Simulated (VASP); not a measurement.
# Cu (Fd-3m) in VASP: further runs, part 2 of 2

VASP 6.6.1. The steps go on from the part before.

### 4 Single point, PBEsol

This run uses another cell than the first one, of 16.00 Å³/atom.

INCAR

```
SYSTEM = Cu
ALGO = Normal
EDIFF = 1E-6
ENCUT = 600
GGA = PS
GGA_COMPAT = .False.
ISIF = 2
ISMEAR = -1
LASPH = .True.
LCHARG = .False.
LREAL = .False.
LWAVE = .False.
NBANDS = 18
NELM = 120
PREC = Accurate
SIGMA = 0.05
```

KPOINTS

```
k-points
0
Gamma
  15 15 15
  0 0 0
```

POSCAR

```
Cu
1.0
    0.0000000000      2.5199005085      2.5199005085
    2.5199005085      0.0000000000      2.5199005085
    2.5199005085      2.5199005085      0.0000000000
Cu
2
Direct
    1.0000000000      1.0000000000      1.0000000000
    0.2500000000      0.2500000000      0.2500000000
```

The run is started by

```
$ cat potpaw_PBE.64/Cu/POTCAR > POTCAR
$ mpirun -np 1 vasp_std > vasp.out
```

Run time: 62 s. Hardware: 1 thread of Intel Xeon Platinum 8259CL at 2.50GHz (Skylake/Cascade Lake), shared host; peak memory 0.2 GiB.

It converged, with:

- Free energy: -6.1314 eV
- Pressure: 10.2 GPa
- Band gap on the k mesh: zero (bands 11 and 12 overlap by 0.84 eV)

Levels at points of the mesh, in eV from the Fermi level:
```csv
k point,band 9,band 10,band 11,band 12,band 13,band 14
"(0.00, 0.00, 0.00)",-2.22,-1.35,-1.35,11.04,11.04,11.04
```

Caveat: the cell stands under pressure; the PAW data sets were made with another functional, which shifts forces and pressure a little.

### 5 Single point, PBEsol

This run uses another cell than the first one, of 17.89 Å³/atom.

INCAR

```
PREC     = Accurate       # precision mode
ENCUT    = 600            # plane-wave cutoff, eV
EDIFF    = 1E-6           # SCF threshold, eV
ISMEAR   = -1             # smearing method
SIGMA    = 0.05           # smearing width, eV
LREAL    = F              # projectors in reciprocal space
LASPH    = T              # aspherical terms in the spheres
NELM     = 120            # most SCF steps
ALGO     = Normal         # electronic algorithm
ISIF     = 2              # what is computed and relaxed
LWAVE    = F              # write WAVECAR
LCHARG   = F              # write CHGCAR
GGA      = PS             # functional
NBANDS   = 18             # bands
GGA_COMPAT= F
```

KPOINTS

```
regular mesh
0
Gamma
  15 15 15
```

POSCAR

```
Cu
1.0
    0.0000000000      2.6155527100      2.6155527100
    2.6155527100      0.0000000000      2.6155527100
    2.6155527100      2.6155527100      0.0000000000
Cu
2
Direct
    1.0000000000      1.0000000000      1.0000000000
    0.2500000000      0.2500000000      0.2500000000
```

Potentials or basis: VASP PAW PBE potentials, release 64 (Cu).

The run is started by

```
$ cat potpaw_PBE.64/Cu/POTCAR > POTCAR
$ mpirun -np 1 vasp_std > vasp.out
```

OUTCAR:

```text
PREC = Accurate
   ENCUT = 600
   EDIFF = 1E-6
   ISMEAR = -1
   LREAL = F
   LASPH = T
   NELM = 120
   ISIF = 2
   GGA = PS

 ion  position               nearest neighbor table
   1  0.000  0.000  0.000-   2 2.27   2 2.27   2 2.27   2 2.27
   2  0.250  0.250  0.250-   1 2.27   1 2.27   1 2.27   1 2.27

  LATTYP: Found a face centered cubic cell.
 ALAT       =     5.2311054200

  Lattice vectors:

 A1 = (   0.0000000000,   2.6155527100,   2.6155527100)
 A2 = (   2.6155527100,   0.0000000000,   2.6155527100)
 A3 = (   2.6155527100,   2.6155527100,   0.0000000000)

Analysis of symmetry for initial positions (statically):
=====================================================================
 Subroutine PRICEL returns:
 Original cell was already a primitive cell.

 Routine SETGRP: Setting up the symmetry group for a
 face centered cubic supercell.

 Subroutine GETGRP returns: Found 48 space group operations
 (whereof 24 operations were pure point group operations)
 out of a pool of 48 trial point group operations.
[... 161 lines left out ...]
  free energy    TOTEN  =        -6.24797374 eV

  energy without entropy =       -6.24218357  energy(sigma->0) =       -6.24507866

 E-fermi :   3.1410     XC(G=0): -10.4004

 val. band max:        3.1158285240   @ k =  -0.4000   0.4000   0.0667
 cond. band min:       3.1753675365   @ k =  -0.4000   0.3333   0.0000
 fundamental gap:      0.0595390125
 Fermi energy:         3.1409773553

 k-point     1 :       0.0000    0.0000    0.0000
  band No.  band energies     occupation
      1      -3.5089      2.00000
      2      -0.0300      2.00000
      3      -0.0300      2.00000
      4      -0.0300      2.00000
      5      -0.0089      2.00000
      6      -0.0089      2.00000
[... 481 lines left out ...]
      5       0.1424      2.00000
      6       0.2999      2.00000
[... 10 lines left out ...]
     17      17.2718      0.00000
     18      17.6453      0.00000

 [... further k-points ...]

------------------------ aborting loop because EDIFF is reached ----------------------------------------

  FORCE on cell =-STRESS in cart. coord.  units (eV):
  Direction    XX          YY          ZZ          XY          YZ          ZX
  --------------------------------------------------------------------------------------
  -------------------------------------------------------------------------------------
  Total        0.0222832      0.0222832      0.0222832      0.0000000      0.0000000     -0.0000000
  in kB        0.9976267      0.9976267      0.9976267      0.0000000      0.0000000     -0.0000000
  external PRESSURE =       0.9976267 kB  Pullay stress =       0.0000000 kB

 VOLUME and BASIS-vectors are now :
 -----------------------------------------------------------------------------
  energy-cutoff  :      600.00
  volume of cell :       35.79
      direct lattice vectors                 reciprocal lattice vectors
     0.000000000  2.615552710  2.615552710    -0.191164184  0.191164184  0.191164184
     2.615552710  0.000000000  2.615552710     0.191164184 -0.191164184  0.191164184
     2.615552710  2.615552710  0.000000000     0.191164184  0.191164184 -0.191164184

 POSITION                                       TOTAL-FORCE (eV/Angst)
 -----------------------------------------------------------------------------------
      0.00000      0.00000      0.00000        -0.000000      0.000000      0.000000
      1.30778      1.30778      1.30778         0.000000     -0.000000     -0.000000
 -----------------------------------------------------------------------------------
    total drift:                                0.000000      0.000000      0.000000

  FREE ENERGIE OF THE ION-ELECTRON SYSTEM (eV)
  ---------------------------------------------------
  free  energy   TOTEN  =        -6.2479737394 eV

  energy  without entropy=       -6.2421835730  energy(sigma->0) =       -6.24507866
```

It took 82 s on 1 thread of Intel Xeon Platinum 8259CL at 2.50GHz (Skylake/Cascade Lake), shared host; peak memory 0.22 GiB.

What came out:

```
Free energy            : -6.2480 eV
Pressure               : 0.1 GPa
Band gap on the k mesh : zero (bands 11 and 12 overlap by 0.79 eV)
```

Levels at points of the mesh, in eV from the Fermi level:
```tsv
k point	band 8	band 9	band 10	band 11	band 12	band 13	band 14	band 15
(0.00, 0.00, 0.00)	-1.97	-1.97	-1.25	-1.25	10.20	10.20	10.20	11.04
```

Caveat: the PAW data sets were made with another functional, which shifts forces and pressure a little.

### 6 Relaxation of cell and atoms, PBEsol

This run uses another cell than the first one, of 15.35 Å³/atom.

INCAR

```
SYSTEM = Cu
PREC     = Accurate       ! precision mode
ENCUT    = 600            ! plane-wave cutoff, eV
EDIFF    = 1E-7           ! SCF threshold, eV
ISMEAR   = -1             ! smearing method
SIGMA    = 0.05           ! smearing width, eV
LREAL    = .False.        ! projectors in reciprocal space
LASPH    = .True.         ! aspherical terms in the spheres
NELM     = 120            ! most SCF steps
ALGO     = Normal         ! electronic algorithm
ISIF     = 3              ! what is computed and relaxed
LWAVE    = .False.        ! write WAVECAR
LCHARG   = .False.        ! write CHGCAR
GGA      = PS             ! functional
IBRION   = 2              ! ionic algorithm
NSW      = 80             ! ionic steps
EDIFFG   = -0.01          ! ionic threshold
GGA_COMPAT= .False.      
NELMIN   = 4
```

KPOINTS

```
regular mesh
0
Gamma
  15 15 15
  0 0 0
```

POSCAR

```
Cu
1.0
    0.0000000000      2.4850000000      2.4850000000
    2.4850000000      0.0000000000      2.4850000000
    2.4850000000      2.4850000000      0.0000000000
Cu
2
Direct
    1.0000000000      1.0000000000      1.0000000000
    0.2500000000      0.2500000000      0.2500000000
```

Potentials or basis: VASP PAW PBE potentials, release 64 (Cu).

The run is started by

```
$ cat potpaw_PBE.64/Cu/POTCAR > POTCAR
$ mpirun -np 1 vasp_std > vasp.out
```

Run time: 3.5 min. Hardware: 1 thread of Intel Xeon Platinum 8259CL at 2.50GHz (Skylake/Cascade Lake), shared host; peak memory 0.2 GiB.

Results (log left out):

```yaml
Free_energy: -6.2479 eV
Relaxed_volume: 18.02 Å³/atom
Relaxed_cell: a = 3.708 Å, b = 3.708 Å, c = 3.708 Å, α = 60.00°, β = 60.00°, γ = 60.00°
Space_group_after_relaxing_to_0.1_Å: Fd-3m (No. 227)
Energy_gained_by_relaxing: 111.5 meV/atom
Ionic_steps: 4
Pressure_after_relaxing: -0.1 GPa
Band_gap_on_the_k_mesh: zero (bands 11 and 12 overlap by 0.79 eV)
```

The path:
```
step  energy change (eV)  largest force (eV/Å)  pressure (GPa)  volume (Å³)
   1              0.0000                0.0000           15.72        30.69
   2             -0.2044                0.0000           -3.03        37.88
   3             -0.2230                0.0000            0.12        35.94
   4             -0.2230                0.0000           -0.07        36.05
```

Final structure:
```
Cu
1.0
     0.00000    2.62188    2.62188
     2.62188    0.00000    2.62188
     2.62188    2.62188    0.00000
Cu
2
Direct
  0.00000 0.00000 0.00000
  0.25000 0.25000 0.25000
```

Levels at points of the mesh, in eV from the Fermi level:
```tsv
k point	band 9	band 10	band 11	band 12	band 13	band 14
(0.00, 0.00, 0.00)	-1.96	-1.24	-1.24	10.15	10.15	10.15
```

Caveat: the volume moved by over 15 % at a fixed basis, so the end points are rough; the PAW data sets were made with another functional, which shifts forces and pressure a little.

### 7 Summary

```csv
task,cell,gap on the mesh (eV),pressure (GPa)
single point,"a = 3.412 Å, angles 60.0°, 2 atoms",none,30.2
single point,"a = 3.477 Å, angles 60.0°, 2 atoms",none,20.2
single point,"a = 3.564 Å, angles 60.0°, 2 atoms",none,10.2
single point,"a = 3.699 Å, angles 60.0°, 2 atoms",none,0.1
relaxation of cell and atoms,"relaxed from a = 3.514 Å, angles 60.0°, 2 atoms",none,-0.1
```

Alike in all rows: level PBEsol; potentials or basis VASP PAW PBE potentials, release 64 (Cu); no spin polarisation; k mesh 15 × 15 × 15; cutoff (eV) 600; smearing fermi-dirac 0.05 eV.

Caveats: the PAW data sets were made with another functional, which shifts forces and pressure a little; the cell stands under pressure (at least some runs); the volume moved by over 15 % at a fixed basis, so the end points are rough (at least some runs).

Absolute energies hang on the potentials; compare differences alone.
